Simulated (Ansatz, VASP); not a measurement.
BaZrO3: VASP beside Ansatz

```
Ba Zr O
1.0
     4.26006    0.00000    0.00000
     0.00000    4.26006    0.00000
     0.00000    0.00000    4.26006
Ba Zr O
1 1 3
Cartesian
  0.0000 0.0000 0.0000
  2.1300 2.1300 2.1300
  0.0000 2.1300 2.1300
  2.1300 0.0000 2.1300
  2.1300 2.1300 0.0000
```

Alike in both runs: task single point; functional PBEsol; k mesh 4 × 4 × 4; no spin polarisation.

|  | VASP | Ansatz |
| --- | --- | --- |
| version | VASP 6.6.1 | Ansatz 0.2.0 |
| potentials or method | VASP PAW PBE potentials, release 64 (Ba_sv, Zr_sv, O), cutoff 520 eV | plane waves, PAW |
| occupations | gaussian, width 0.01 eV | fixed |
| valence electrons in the cell | 40 | 40 |

VASP gave:

* pressure (GPa): -7.2

**Question.** What did Ansatz give for the same quantities?

**Answer.** Pressure (GPa): -8.1.

VASP's potentials were made for PBE, not for PBEsol.

Spin-orbit coupling is off throughout.
